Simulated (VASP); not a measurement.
## Sc: single point with r2SCAN

Crystal: Sc.

```
Sc
1.0
     0.00000    2.21374    2.32726
     2.21374    0.00000    2.32726
     2.21374    2.21374    0.00000
Sc
1
Cartesian
  0.0000 0.0000 0.0000
```

This cell differs from its parent crystal: strain -0.025 along x and y, +0.025 along z.

- Program: VASP 6.6.1
- Task: single point
- Functional: r2SCAN
- Potentials or basis: VASP PAW PBE potentials, release 64 (Sc_sv)
- Cutoff: 520 eV
- k mesh: 18 × 18 × 18
- Occupations: gaussian, width 0.15 eV
- Spin: no spin polarisation
- Dipole correction: no
- Further INCAR settings: ALGO = Normal; EDIFF = 1e-06; NBANDS = 12

```
Pressure               : 5.9 GPa
Band gap on the k mesh : zero (an odd number of electrons rules out a gap without spin polarisation)
```

Stress tensor (GPa, compression positive):
```
6.14 0.00 0.00
0.00 6.14 0.00
0.00 0.00 5.45
```

Levels at points of the mesh, in eV from the Fermi level:
```tsv
k point	band 2	band 3	band 4	band 5	band 6	band 7	band 8	band 9
(0.00, 0.00, 0.00)	-28.72	-28.72	-28.71	-5.72	1.69	2.03	2.03	3.30
(0.50, 0.00, 0.00)	-29.26	-28.80	-28.78	-1.93	0.22	1.58	1.96	4.43
(0.50, 0.50, 0.00)	-29.20	-28.88	-28.88	-1.79	-0.59	1.62	4.54	4.76
(0.50, 0.00, 0.50)	-29.23	-28.95	-28.88	-1.76	-0.75	2.47	4.51	4.63
```

It took 4.1 min on 1 thread of Intel(R) Xeon(R) Platinum 8259CL CPU @ 2.50GHz (Skylake/Cascade Lake) (shared host), peak memory 0.25 GiB.

Caveat: the cell differs from its parent crystal (strain -0.025 along x and y, +0.025 along z); the cell stands under pressure; the PAW data sets were made with another functional, which shifts forces and pressure a little.
